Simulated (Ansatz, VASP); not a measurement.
One calculation of LaPd3O, two programs

```xyz
5
Lattice="4.2304 0.0000 0.0000 0.0000 4.2304 0.0000 0.0000 0.0000 4.2304" Properties=species:S:1:pos:R:3 pbc="T T T"
O     2.1152    2.1152    2.1152
Pd    0.0000    2.1152    2.1152
Pd    2.1152    0.0000    2.1152
Pd    2.1152    2.1152    0.0000
La    0.0000    0.0000    0.0000
```

Alike in both runs: functional PBE; k mesh 8 × 8 × 8; no spin polarisation.

Ansatz relaxed the structure, and its values are those at the end. VASP's run is a single point on that final structure, the one shown.

|  | VASP | Ansatz |
| --- | --- | --- |
| version | VASP 6.6.1 | Ansatz 0.2.0 |
| potentials or method | VASP PAW PBE potentials, release 64 (O, Pd, La), cutoff 520 eV | PAW plane waves |
| occupations | fermi-dirac, width 0.1 eV | fermi-dirac |
| valence electrons in the cell | 47 | 71 |

```tsv
	VASP	Ansatz	Ansatz less VASP
pressure (GPa)	23.3	23.3	0.00
```

VASP's potentials hold 47 valence electrons a cell and Ansatz's 71, so a difference there can come from the potentials and not from the codes. Ansatz's warnings: stress scf threshold loose.

Spin-orbit coupling is off throughout.
